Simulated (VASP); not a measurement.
Ru:

```
CELL_PARAMETERS angstrom
2.70580 0.00000 0.00000
-1.35290 2.34329 0.00000
0.00000 0.00000 4.28190
ATOMIC_POSITIONS crystal
Ru 0.33333 0.66667 0.25000
Ru 0.66667 0.33333 0.75000
```

```yaml
Program: VASP 6.6.1
Task: relaxation of cell and atoms
Functional: PBE
Potentials_or_basis: VASP PAW PBE potentials, release 64 (Ru_pv)
Cutoff: 600 eV
k_mesh: 18 × 18 × 10
Occupations: gaussian, width 0.1 eV
Spin: no spin polarisation
```

At the start: pressure 4.3 GPa; volume 13.57 Å³/atom.

Task: Where does the relaxation end?

Result: Over 6 steps the energy falls by 2.5 meV/atom and the volume is 13.76 Å³/atom (+1.3 %); space group P6_3/mmc (No. 194, to 0.1 Å) before and after.

Step by step:
| step | energy change (eV) | largest force (eV/Å) | pressure (GPa) | volume (Å³) |
| --- | --- | --- | --- | --- |
| 1 | 0.0000 | 0.0000 | 4.34 | 27.15 |
| 2 | 0.0350 | 0.0000 | -11.13 | 28.62 |
| 3 | -0.0049 | 0.0000 | -0.06 | 27.52 |
| 4 | -0.0049 | 0.0000 | 0.03 | 27.51 |
| 5 | -0.0049 | 0.0000 | 0.05 | 27.51 |
| 6 | -0.0050 | 0.0000 | 0.04 | 27.51 |

Final structure:
```xyz
2
Lattice="2.7194 0.0000 0.0000 -1.3597 2.3551 0.0000 0.0000 0.0000 4.2961" Properties=species:S:1:pos:R:3 pbc="T T T"
Ru    0.0000    1.5700    1.0740
Ru    1.3597    0.7850    3.2221
```
